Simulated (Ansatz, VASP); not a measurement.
## Two plane-wave programs on SrO

```xyz
2
Lattice="0.0000 2.5747 2.5747 2.5747 0.0000 2.5747 2.5747 2.5747 0.0000" Properties=species:S:1:pos:R:3 pbc="T T T"
Sr    0.0000    0.0000    0.0000
O     2.5747    2.5747    2.5747
```

Alike in both runs: functional PBE; dispersion D3(BJ); k mesh 8 × 8 × 8; occupations gaussian, width 0.02 eV; no spin polarisation.

Ansatz relaxed the structure, and its values are those at the end. VASP's run is a single point on that final structure, the one shown.

|  | VASP | Ansatz |
| --- | --- | --- |
| version | VASP 6.6.1 | Ansatz 0.2.0 |
| potentials or method | VASP PAW PBE potentials, release 64 (Sr_sv, O), cutoff 600 eV | scalar-relativistic, plane waves, PAW |
| valence electrons in the cell | 16 | 16 |

VASP gave:

- gap on the k mesh at the Fermi level (eV): 3.27
- least direct gap on the mesh (eV): 3.36
- pressure (GPa): 0.5

Problem. What did Ansatz give for the same quantities?

Solution. gap on the k mesh at the Fermi level (eV): 3.32; least direct gap on the mesh (eV): 3.40; pressure (GPa): 0.0.
